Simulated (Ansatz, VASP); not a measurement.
# One calculation of NaCl, two programs

```
Na Cl
1.0
     0.00000    2.84804    2.84804
     2.84804    0.00000    2.84804
     2.84804    2.84804    0.00000
Na Cl
1 1
Direct
  0.00000 0.00000 0.00000
  0.50000 0.50000 0.50000
```

Alike in both runs: task single point; functional PBE; k mesh 8 × 8 × 8; occupations gaussian, width 0.02 eV; no spin polarisation.

|  | VASP | Ansatz |
| --- | --- | --- |
| version | VASP 6.6.1 | Ansatz 0.2.0 |
| potentials or method | VASP PAW PBE potentials, release 64 (Na_pv, Cl), cutoff 520 eV | scalar-relativistic, plane waves, PAW |
| valence electrons in the cell | 14 | 16 |

|  | VASP | Ansatz | Ansatz less VASP |
| --- | --- | --- | --- |
| gap on the k mesh at the Fermi level (eV) | 4.99 | 5.00 | 0.000 |
| least direct gap on the mesh (eV) | 4.99 | 5.00 | 0.000 |

VASP's potentials hold 14 valence electrons a cell and Ansatz's 16, so a difference there can come from the potentials and not from the codes.
